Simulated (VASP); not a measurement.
# CoPtO2: single point with PBE

CoPtO2:

```
Co Pt O
1.0
     1.42414    0.82223    5.91684
    -1.42414    0.82223    5.91684
     0.00000   -1.64446    5.91684
Co Pt O
1 1 2
Direct
  0.50000 0.50000 0.50000
  0.00000 0.00000 0.00000
  0.11284 0.11284 0.11284
  0.88716 0.88716 0.88716
```

- Program: VASP 6.6.1
- Task: single point
- Functional: PBE
- Potentials or basis: VASP PAW PBE potentials, release 64 (Co_sv, Pt_sv_GW, O)
- Cutoff: 700 eV
- k mesh: 6 × 6 × 6
- Occupations: gaussian, width 0.1 eV
- Spin: collinear spin, ferromagnetic start
- Starting moments: [3.0, 0.0, 0.0, 0.0] μB
- Dipole correction: no
- Further INCAR settings: ALGO = Normal; EDIFF = 1e-06; NBANDS = 36

The pressure is 2.2 GPa. The largest force is 0.204 eV/Å and the net moment is 0.00 μB per cell. The valence electrons inside the program's atomic spheres are Co 15.04; Pt 17.74; O 5.01.

Forces in eV/Å, atoms in the order of the input:
```
Co   0.000  0.000  0.000
Pt   0.000  0.000  0.000
O    0.000  0.000 -0.204
O    0.000  0.000  0.204
```

Stress tensor (GPa, compression positive):
```
1.41 0.00 0.00
0.00 1.41 0.00
0.00 0.00 3.71
```

Levels at points of the mesh, in eV from the Fermi level:
Spin up:
| k point | band 20 | band 21 | band 22 | band 23 | band 24 | band 25 | band 26 | band 27 | band 28 | band 29 |
| --- | --- | --- | --- | --- | --- | --- | --- | --- | --- | --- |
| (0.00, 0.00, 0.00) | -1.96 | -1.96 | -1.62 | -1.62 | -1.47 | 1.85 | 1.85 | 2.73 | 5.47 | 8.93 |
| (0.50, 0.00, 0.00) | -1.46 | -1.30 | -1.07 | -0.03 | 0.98 | 1.27 | 1.31 | 2.49 | 6.95 | 9.88 |
| (0.50, 0.50, 0.00) | -1.80 | -1.29 | -1.11 | -0.03 | 0.14 | 1.73 | 2.14 | 2.50 | 7.60 | 8.97 |
| (0.50, 0.50, 0.50) | -1.88 | -1.88 | -0.86 | -0.77 | -0.77 | 1.43 | 1.43 | 3.95 | 4.47 | 8.61 |
Spin down:
| k point | band 22 | band 23 | band 24 | band 25 | band 26 | band 27 |
| --- | --- | --- | --- | --- | --- | --- |
| (0.00, 0.00, 0.00) | -1.62 | -1.62 | -1.47 | 1.85 | 1.85 | 2.73 |
| (0.50, 0.00, 0.00) | -1.07 | -0.03 | 0.98 | 1.27 | 1.31 | 2.49 |
| (0.50, 0.50, 0.00) | -1.11 | -0.03 | 0.14 | 1.73 | 2.14 | 2.50 |
| (0.50, 0.50, 0.50) | -0.86 | -0.77 | -0.77 | 1.43 | 1.43 | 3.95 |

It took 9.2 min on 1 thread of Intel(R) Xeon(R) 6975P-C (Granite Rapids), with other jobs on the host, peak memory 0.56 GiB.

Caveat: the k points lie up to 0.43 Å⁻¹ apart; the moments typed at the start vanished in this run; spin-orbit coupling is left out, which moves the levels of the heavy elements; semilocal functionals often make such compounds metallic where correlation or magnetic order opens a gap, which also shifts bond lengths. With open d or f shells a metallic result of PBE can be an artefact of self-interaction; +U or a hybrid may open a gap.
